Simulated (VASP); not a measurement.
Input of a VASP 6.6.1 run:

The input INCAR:

```
PREC = Accurate ; ENCUT = 520
EDIFF = 1E-6 ; ISMEAR = 0
SIGMA = 0.05 ; LREAL = F
LASPH = T ; NELM = 100
ALGO = Normal ; ISIF = 2
LWAVE = F ; LCHARG = F
GGA = PE ; NBANDS = 12
```

Contents of KPOINTS:

```
Automatic mesh
0
Gamma
  8 8 8
```

The input POSCAR:

```
LiCl
1.0
    0.3218042087      2.7353357742      2.7353357742
    2.7353357742      0.3218042087      2.7353357742
    2.7353357742      2.7353357742      0.3218042087
Li Cl
1 1
Direct
    0.0000000000      0.0000000000      0.0000000000
    0.5000000000      0.5000000000      0.5000000000
```

Potentials or basis: VASP PAW PBE potentials, release 64 (Li_sv, Cl).

The run is started by

```sh
$ cat potpaw_PBE.64/Li_sv/POTCAR potpaw_PBE.64/Cl/POTCAR > POTCAR
$ mpirun -np 1 vasp_std > vasp.out
```

(1) Estimate the band gap on the k mesh.

Results:

(1) 5.48 eV, direct.
